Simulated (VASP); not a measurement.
Here is a VASP 6.6.1 calculation.

Contents of POSCAR:

```
Y2Os
1.0
    5.9776844400      0.0000000000      0.0000000000
    0.0000000000      5.9776844400      0.0000000000
    0.0000000000      0.0000000000      4.2291288400
Os Y
2 4
Direct
    0.0000000000      0.0000000000      0.0000000000
    0.5000000000      0.5000000000      0.5000000000
    0.3081000000      0.3081000000      0.0000000000
    0.1919000000      0.8081000000      0.5000000000
    0.6919000000      0.6919000000      0.0000000000
    0.8081000000      0.1919000000      0.5000000000
```

The input INCAR.step1:

```
SYSTEM = Y2Os
ALGO = Normal
EDIFF = 1E-4
ENCUT = 520
GGA = PE
ISMEAR = 1
LASPH = .True.
LCHARG = .False.
LREAL = .False.
LWAVE = .True.
NBANDS = 39
NELM = 100
PREC = Accurate
SIGMA = 0.0473
```

File INCAR.step2:

```
SYSTEM = Y2Os
ALGO = Normal
EDIFF = 1E-7
ENCUT = 520
ISIF = 2
ISMEAR = 1
ISTART = 1
LASPH = .True.
LCHARG = .True.
LELF = .True.
LMIXTAU = .True.
LREAL = .False.
LVHAR = .True.
LWAVE = .False.
METAGGA = R2SCAN
NBANDS = 39
NELM = 100
PREC = Accurate
SIGMA = 0.0473
```

Contents of KPOINTS:

```
k-points
0
Gamma
  5 5 6
  0 0 0
```

Potentials or basis: VASP PAW PBE potentials, release 64 (Os, Y_sv).

Command:

```sh
$ cat potpaw_PBE.64/Os/POTCAR potpaw_PBE.64/Y_sv/POTCAR > POTCAR
$ cp INCAR.step1 INCAR
$ mpirun -np 1 vasp_std > vasp.out
$ cp INCAR.step2 INCAR
$ mpirun -np 1 vasp_std > vasp.out
```

What does it give for the band gap on the k mesh?

Zero (bands 30 and 31 overlap by 0.70 eV).

Estimate the pressure.

12.6 GPa.

Estimate the largest force.

0.339 eV/Å.

Stress tensor (GPa, compression positive):
```
12.48  0.00  0.00
 0.00 12.48  0.00
 0.00  0.00 12.82
```

Caveat: the cell stands under pressure; the PAW data sets were made with another functional, which shifts forces and pressure a little; spin-orbit coupling is left out, which moves the levels of the heavy elements.
